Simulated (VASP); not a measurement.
Set up this calculation in VASP 6.6.1, as the native input.

- Task: single point
- Functional: PBE
- Potentials or basis: VASP PAW PBE potentials, release 64 (Cs_sv, Be, S)
- Cutoff: 520 eV
- k mesh: 6 × 6 × 6
- Occupations: gaussian, width 0.1 eV
- Spin: no spin polarisation
- Dipole correction: no
- Further INCAR settings: ALGO = Normal; EDIFF = 1e-06; NBANDS = 46

The structure of CsBe3S3 lies in POSCAR:

```
CsBe3S3
1.0
    6.2180905779      0.0000000000      0.0000000000
    0.0000000000      6.2180905779      0.0000000000
    0.0000000000      0.0000000000      6.2180905779
Cs Be S
2 6 6
Direct
    0.5000000000      0.5000000000      0.5000000000
    0.0000000000      0.0000000000      0.0000000000
    0.5000000000      0.0000000000      0.7500000000
    0.7500000000      0.5000000000      0.0000000000
    0.0000000000      0.7500000000      0.5000000000
    0.5000000000      0.0000000000      0.2500000000
    0.2500000000      0.5000000000      0.0000000000
    0.0000000000      0.2500000000      0.5000000000
    0.0000000000      0.5000000000      0.7500000000
    0.7500000000      0.0000000000      0.5000000000
    0.5000000000      0.7500000000      0.0000000000
    0.0000000000      0.5000000000      0.2500000000
    0.2500000000      0.0000000000      0.5000000000
    0.5000000000      0.2500000000      0.0000000000
```

The cell was generated, and may not be a known phase.

The input as run:

INCAR

```
SYSTEM = CsBe3S3
ALGO = Normal
EDIFF = 1E-6
ENCUT = 520
GGA = PE
ISIF = 2
ISMEAR = 0
LASPH = .True.
LCHARG = .False.
LREAL = .False.
LWAVE = .False.
NBANDS = 46
NELM = 80
PREC = Accurate
SIGMA = 0.1
```

KPOINTS

```
k-points
0
Gamma
  6 6 6
  0 0 0
```

Potentials or basis: VASP PAW PBE potentials, release 64 (Cs_sv, Be, S).

Launch:

```console
$ cat potpaw_PBE.64/Cs_sv/POTCAR potpaw_PBE.64/Be/POTCAR potpaw_PBE.64/S/POTCAR > POTCAR
$ mpirun -np 1 vasp_std > vasp.out
```

Results of the run:

- Pressure: 0.1 GPa
- Band gap on the k mesh: zero (bands 33 and 34 overlap by 1.63 eV)

Caveat: spin-orbit coupling is left out, which moves the levels of the heavy elements.

Run time: 2.6 min on 1 thread of AMD EPYC 9R45 96-Core Processor (Zen 5) (shared host), peak memory 0.4 GiB.
